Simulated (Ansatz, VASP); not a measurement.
# Two plane-wave programs on NbTe

```xyz
2
Lattice="0.0000 3.1755 3.1755 3.1755 0.0000 3.1755 3.1755 3.1755 0.0000" Properties=species:S:1:pos:R:3 pbc="T T T"
Nb    0.0000    0.0000    0.0000
Te    1.5878    1.5878    1.5878
```

Alike in both runs: task single point; functional PBEsol; k mesh 8 × 8 × 8; occupations gaussian, width 0.05 eV; collinear spin.

|  | VASP | Ansatz |
| --- | --- | --- |
| version | VASP 6.6.1 | Ansatz 0.2.0 |
| potentials or method | VASP PAW PBE potentials, release 64 (Nb_sv, Te), cutoff 500 eV | scalar-relativistic, plane waves, PAW |
| valence electrons in the cell | 19 | 29 |

Ansatz gave:

| Quantity | Value |
| --- | --- |
| gap on the k mesh at the Fermi level (eV) | none |
| pressure (GPa) | -2.2 |
| net moment per atom (μB) | 1.09 |
| size of the moment on the site where the two differ most (μB) | 1.47 |

Problem. Which values does VASP return?

Solution. gap on the k mesh at the Fermi level (eV): none; pressure (GPa): -2.3; net moment per atom (μB): 1.09; size of the moment on the site where the two differ most (μB): 1.56.

VASP's potentials were made for PBE, not for PBEsol. Site moments also hang on the region over which each program counts them. A gap of «none» marks a metal or a gap that the smearing closes. The functional is the same, so the differences come from potentials, cutoffs and numerics. VASP's potentials hold 19 valence electrons a cell and Ansatz's 29, so a difference there can come from the potentials and not from the codes.

Neither program's run includes spin-orbit coupling.
